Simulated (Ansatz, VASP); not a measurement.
**Two plane-wave programs on Si**

```
CELL_PARAMETERS angstrom
2.71243 0.00000 0.00000
-1.35621 2.34903 0.00000
0.00000 0.00000 4.57276
ATOMIC_POSITIONS crystal
Si 0.33333 0.66667 0.25000
Si 0.66667 0.33333 0.75000
```

Alike in both runs: functional RPBE; k mesh 13 × 13 × 7; occupations fermi-dirac, width 0.1 eV; no spin polarisation.

Ansatz relaxed the structure, and its values are those at the end. VASP's run is a single point on that final structure, the one shown.

```csv
,VASP,Ansatz
version,VASP 6.6.1,Ansatz 0.2.0
potentials or method,"VASP PAW PBE potentials, release 64 (Si), cutoff 520 eV","plane waves (420 eV) with PAW, scalar-relativistic"
valence electrons in the cell,8,8
```

```tsv
	VASP	Ansatz	Ansatz less VASP
pressure (GPa)	-0.5	0.0	+0.44
```

VASP's potentials were made for PBE, not for RPBE.
